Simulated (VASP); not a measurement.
TiNi: single point with LDA

Crystal: TiNi.

```
Ti Ni
1.0
     2.73580    0.00000    0.00000
     0.00000    2.73580    0.00000
     0.00000    0.00000    3.58141
Ti Ni
1 1
Direct
  0.50000 0.50000 0.50000
  0.00000 0.00000 0.00000
```

```
Program                : VASP 6.6.1
Task                   : single point
Functional             : LDA
Potentials or basis    : VASP PAW LDA potentials, release 64 (Ti_sv, Ni)
Cutoff                 : 520 eV
k mesh                 : 10 × 10 × 8
Occupations            : fermi-dirac, width 0.1 eV
Spin                   : collinear spin, ferromagnetic start
Starting moments       : [0.0, 1.5] μB
Dipole correction      : no
Further INCAR settings : ALGO = Normal; EDIFF = 1e-07; NBANDS = 22
```

```json
{
 "Pressure": "-11.5 GPa",
 "Band gap on the k mesh": "zero (filled and empty bands overlap)",
 "Net moment": "0.00 μB per cell",
 "Valence electrons inside the program's atomic spheres": "Ti 10.33; Ni 9.35"
}
```

Stress tensor (GPa, compression positive):
```
-10.46   0.00   0.00
  0.00 -10.46   0.00
  0.00   0.00 -13.55
```

Levels at points of the mesh, in eV from the Fermi level:
Spin up:
```csv
k point,band 9,band 10,band 11,band 12,band 13,band 14
"(0.00, 0.00, 0.00)",-1.84,-1.18,-0.29,0.65,2.93,2.93
"(0.50, 0.00, 0.00)",-1.67,-1.47,-0.73,-0.38,0.43,1.55
"(0.50, 0.50, 0.00)",-0.73,0.09,2.15,2.15,2.28,2.28
"(0.00, 0.00, 0.50)",-1.60,-1.60,-1.12,-1.04,1.77,1.93
"(0.50, 0.00, 0.50)",-1.87,-0.26,0.13,0.18,0.73,2.30
"(0.50, 0.50, 0.50)",-1.44,-1.42,-1.42,-0.73,2.72,4.33
```
Spin down:
```csv
k point,band 7,band 8,band 9,band 10,band 11,band 12,band 13,band 14,band 15,band 16
"(0.00, 0.00, 0.00)",-3.38,-1.84,-1.84,-1.18,-0.29,0.65,2.93,2.93,3.36,3.93
"(0.50, 0.00, 0.00)",-2.48,-2.41,-1.67,-1.47,-0.73,-0.38,0.43,1.55,2.64,5.23
"(0.50, 0.50, 0.00)",-3.25,-3.25,-0.73,0.09,2.15,2.15,2.28,2.28,2.39,4.32
"(0.00, 0.00, 0.50)",-2.80,-1.62,-1.60,-1.60,-1.12,-1.04,1.77,1.93,1.93,3.26
"(0.50, 0.00, 0.50)",-1.97,-1.91,-1.87,-0.26,0.13,0.18,0.73,2.30,2.95,3.08
"(0.50, 0.50, 0.50)",-2.51,-2.48,-1.44,-1.42,-1.42,-0.73,2.72,4.33,7.06,8.48
```

It took 54 s on 1 thread of Intel(R) Xeon(R) 6975P-C (Granite Rapids), with other jobs on the host, peak memory 0.2 GiB.

Caveat: the cell stands under tension.
